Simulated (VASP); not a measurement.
Write the native input for VASP 6.6.1 that does the following.

```yaml
Task: density of states
Functional: PBE
Potentials_or_basis: VASP PAW PBE potentials, release 64 (Nb_sv)
Cutoff: 520 eV
k_mesh: 14 × 14 × 14
Occupations: methfessel-paxton, width 0.1035 eV
Spin: no spin polarisation
Dipole_correction: no
k_mesh_for_the_DOS: 21 × 21 × 21
Occupations_for_the_DOS: tetrahedron
Further_INCAR_settings: ALGO = Normal; EDIFF = 1e-06; NBANDS = 12
```

Crystal: Nb.

```
CELL_PARAMETERS angstrom
-1.62422 1.62422 1.62422
1.62422 -1.62422 1.62422
1.62422 1.62422 -1.62422
ATOMIC_POSITIONS crystal
Nb 0.00000 0.00000 0.00000
```

One way to write it, as run:

POSCAR

```
Nb
1.0
   -1.6242180000      1.6242180000      1.6242180000
    1.6242180000     -1.6242180000      1.6242180000
    1.6242180000      1.6242180000     -1.6242180000
Nb
1
Direct
    0.0000000000      0.0000000000      0.0000000000
```

INCAR.step1

```
SYSTEM = Nb
ALGO     = Normal         ! electronic algorithm
EDIFF    = 1E-6           ! SCF threshold, eV
ENCUT    = 520            ! plane-wave cutoff, eV
GGA      = PE             ! functional
ISIF     = 2              ! what is computed and relaxed
ISMEAR   = 1              ! smearing method
LASPH    = .True.         ! aspherical terms in the spheres
LCHARG   = .True.         ! write CHGCAR
LMAXMIX  = 4              ! l up to which the mixer works
LREAL    = .False.        ! projectors in reciprocal space
LWAVE    = .False.        ! write WAVECAR
NBANDS   = 12             ! bands
NELM     = 80             ! most SCF steps
PREC     = Accurate       ! precision mode
SIGMA    = 0.1035         ! smearing width, eV
```

KPOINTS.step1

```
k-points
0
Gamma
  14 14 14
  0 0 0
```

INCAR.step2

```
SYSTEM = Nb
ALGO     = Normal         ! electronic algorithm
EDIFF    = 1E-6           ! SCF threshold, eV
ENCUT    = 520            ! plane-wave cutoff, eV
GGA      = PE             ! functional
ICHARG   = 11             ! starting density
ISIF     = 2              ! what is computed and relaxed
ISMEAR   = -5             ! smearing method
LASPH    = .True.         ! aspherical terms in the spheres
LCHARG   = .False.        ! write CHGCAR
LMAXMIX  = 4              ! l up to which the mixer works
LORBIT   = 11             ! projections on sites
LREAL    = .False.        ! projectors in reciprocal space
LWAVE    = .False.        ! write WAVECAR
NBANDS   = 12             ! bands
NEDOS    = 2001           ! points of the DOS
NELM     = 80             ! most SCF steps
PREC     = Accurate       ! precision mode
SIGMA    = 0.1035         ! smearing width, eV
```

KPOINTS.step2

```
k-points
0
Gamma
  21 21 21
  0 0 0
```

Potentials or basis: VASP PAW PBE potentials, release 64 (Nb_sv).

Run with:

```bash
$ cat potpaw_PBE.64/Nb_sv/POTCAR > POTCAR
$ cp INCAR.step1 INCAR
$ cp KPOINTS.step1 KPOINTS
$ mpirun -np 1 vasp_std > vasp.out
$ cp INCAR.step2 INCAR
$ cp KPOINTS.step2 KPOINTS
$ mpirun -np 1 vasp_std > vasp.out
```

Results of the run:

- Valence electrons inside the program's atomic spheres: Nb 10.80

It took 30 s on 1 thread of Intel(R) Xeon(R) Platinum 8488C (Sapphire Rapids), on a shared host, peak memory 0.19 GiB.
